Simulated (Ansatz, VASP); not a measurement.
# NaSrHfSbO6 in VASP and in Ansatz

INCAR

```
SYSTEM = NaSrHfSbO6
ALGO = Normal
EDIFF = 1E-6
ENCUT = 520
GGA = PE
ISIF = 2
ISMEAR = 0
LASPH = .TRUE.
LCHARG = .TRUE.
LELF = .TRUE.
LREAL = .FALSE.
LVHAR = .TRUE.
LWAVE = .FALSE.
NBANDS = 45
NELM = 80
PREC = Accurate
SIGMA = 0.01
```

The input KPOINTS:

```
k-points
0
G
  4 4 4
  0 0 0
```

Contents of POSCAR:

```
NaSrHfSbO6
1.0
    0.0000000000      4.0509260000      4.0509260000
    4.0509260000      0.0000000000      4.0509260000
    4.0509260000      4.0509260000      0.0000000000
Na Sr Hf Sb O
1 1 1 1 6
Direct
    0.2500000000      0.2500000000      0.2500000000
    0.7500000000      0.7500000000      0.7500000000
    0.0000000000      0.0000000000      0.0000000000
    0.5000000000      0.5000000000      0.5000000000
    0.7458600000      0.2541400000      0.2541400000
    0.2541400000      0.7458600000      0.7458600000
    0.7458600000      0.7458600000      0.2541400000
    0.2541400000      0.2541400000      0.7458600000
    0.2541400000      0.7458600000      0.2541400000
    0.7458600000      0.2541400000      0.7458600000
```

Input for Ansatz:

```yaml
crystal:
  lattice:
    - [0.0, 4.050926, 4.050926]
    - [4.050926, 0.0, 4.050926]
    - [4.050926, 4.050926, 0.0]
  atoms:
    - { symbol: Na, position: [0.25, 0.25, 0.25] }
    - { symbol: Sr, position: [0.75, 0.75, 0.75] }
    - { symbol: Hf, position: [0.0, 0.0, 0.0] }
    - { symbol: Sb, position: [0.5, 0.5, 0.5] }
    - { symbol: O, position: [0.74586, 0.25414, 0.25414] }
    - { symbol: O, position: [0.25414, 0.74586, 0.74586] }
    - { symbol: O, position: [0.74586, 0.74586, 0.25414] }
    - { symbol: O, position: [0.25414, 0.25414, 0.74586] }
    - { symbol: O, position: [0.25414, 0.74586, 0.25414] }
    - { symbol: O, position: [0.74586, 0.25414, 0.74586] }
basis:
  ecutwfc: 462.593566181796
kpoints:
  mp_grid:
    grid: [4, 4, 4]
hamiltonian:
  xc: pbe
scf:
  occupations:
    method: fixed
output:
  eigenvalues: true
```

Alike in both runs: task single point; functional PBE; k mesh 4 × 4 × 4; no spin polarisation.

|  | VASP | Ansatz |
| --- | --- | --- |
| version | VASP 6.6.1 | Ansatz 0.2.0 |
| potentials or method | VASP PAW PBE potentials, release 64 (Na_pv, Sr_sv, Hf_pv, Sb, O), cutoff 520 eV | plane waves, PAW |
| occupations | gaussian, width 0.01 eV | fixed |
| valence electrons in the cell | 68 | 96 |

Ansatz gave:

| Property | Result |
| --- | --- |
| gap on the k mesh at the Fermi level (eV) | 3.32 |

Task: Which values does VASP return?

Result: gap on the k mesh at the Fermi level (eV): 3.27.

VASP's potentials hold 68 valence electrons a cell and Ansatz's 96, so a difference there can come from the potentials and not from the codes.

Spin-orbit coupling is off throughout.
